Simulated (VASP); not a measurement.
A run of VASP 6.6.1:

The input INCAR:

```
PREC     = Accurate       # precision mode
ENCUT    = 520            # plane-wave cutoff, eV
EDIFF    = 1E-6           # SCF threshold, eV
ISMEAR   = -1             # smearing method
SIGMA    = 0.1            # smearing width, eV
LREAL    = False          # projectors in reciprocal space
LASPH    = True           # aspherical terms in the spheres
NELM     = 100            # most SCF steps
ALGO     = Normal         # electronic algorithm
ISIF     = 2              # what is computed and relaxed
LWAVE    = False          # write WAVECAR
LCHARG   = False          # write CHGCAR
GGA      = PS             # functional
NBANDS   = 26             # bands
```

Contents of KPOINTS:

```
Automatic mesh
0
Gamma
  8 8 11
```

POSCAR

```
Ga
1.0
    4.6077831012      0.0000000000      0.0000000000
   -2.3038915506      3.9904572208      0.0000000000
    0.0000000000      0.0000000000      2.9467625936
Ga
3
Direct
    1.0000000000      1.0000000000      0.0000000000
    0.3333333333      0.6666666667      0.5000000000
    0.6666666667      0.3333333333      0.5000000000
```

Potentials or basis: VASP PAW PBE potentials, release 64 (Ga_d).

The run is started by

```console
$ cat potpaw_PBE.64/Ga_d/POTCAR > POTCAR
$ mpirun -np 1 vasp_std > vasp.out
```

Hardware: 1 thread of Intel Xeon 6975P-C (shared host).

**Question.** How long does it take, and how much memory?

**Answer.** It took 33 s on 1 thread of Intel Xeon 6975P-C, with other jobs on the host, peak memory 0.21 GiB. Counts: scf iterations 13, k points 60.
